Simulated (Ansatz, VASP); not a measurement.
## Te3MoPt: VASP beside Ansatz

INCAR

```
SYSTEM = Te3MoPt
PREC = Accurate
ENCUT = 520
EDIFF = 1E-6
ISMEAR = 0
SIGMA = 0.1
LREAL = .FALSE.
LASPH = .TRUE.
NELM = 100
ALGO = Normal
ISIF = 2
LWAVE = .FALSE.
LCHARG = .TRUE.
GGA = PE
LELF = .TRUE.
LVHAR = .TRUE.
NBANDS = 29
```

File KPOINTS:

```
regular mesh
0
G
  4 4 4
  0 0 0
```

The input POSCAR:

```
Te3MoPt
1.0
    3.5465479900     -3.5947068100      0.0000000000
    3.5465479900      3.5947068100      0.0000000000
    0.0000000000      0.0000000000      4.7585434200
Te Mo Pt
3 1 1
Direct
    0.5000000000      0.0000000000      0.0000000000
    0.0000000000      0.5000000000      0.0000000000
    0.5000000000      0.5000000000      0.5000000000
    0.0000000000      0.0000000000      0.5000000000
    0.5000000000      0.5000000000      0.0000000000
```

Input for Ansatz:

```yaml
crystal:
  lattice:
    - [3.54654799, -3.59470681, 0.0]
    - [3.54654799, 3.59470681, 0.0]
    - [0.0, 0.0, 4.75854342]
  atoms:
    - { symbol: Te, position: [0.5, 0.0, 0.0] }
    - { symbol: Te, position: [0.0, 0.5, 0.0] }
    - { symbol: Te, position: [0.5, 0.5, 0.5] }
    - { symbol: Mo, position: [0.0, 0.0, 0.5] }
    - { symbol: Pt, position: [0.5, 0.5, 0.0] }
basis:
  ecutwfc: 420
kpoints:
  mp_grid: { grid: [4, 4, 4] }
hamiltonian:
  xc: pbe
scf:
  occupations: { method: gaussian, width: 0.1 }
  lower_state_search: "off"
output:
  forces: true
  stress: true
  eigenvalues: true
```

Change from the starting cell: species swapped into the KAgF3 type (Cmmm, No. 65).

Alike in both runs: task single point; functional PBE; k mesh 4 × 4 × 4; occupations gaussian, width 0.1 eV; no spin polarisation.

```csv
,VASP,Ansatz
version,VASP 6.6.1,Ansatz 0.2.0
potentials or method,"VASP PAW PBE potentials, release 64 (Te, Mo_sv, Pt), cutoff 520 eV","scalar-relativistic, plane waves, PAW"
valence electrons in the cell,42,80
```

```tsv
	VASP	Ansatz	Ansatz less VASP
gap on the k mesh at the Fermi level (eV)	none	none	-
pressure (GPa)	15.6	15.9	+0.24
traceless stress, the component that is largest in VASP (GPa)	9.35	9.51	+0.157
```

A gap of «none» marks a metal or a gap that the smearing closes. The functional is the same, so the differences come from potentials, cutoffs and numerics. VASP's potentials hold 42 valence electrons a cell and Ansatz's 80, so a difference there can come from the potentials and not from the codes.

Spin-orbit coupling is off throughout.
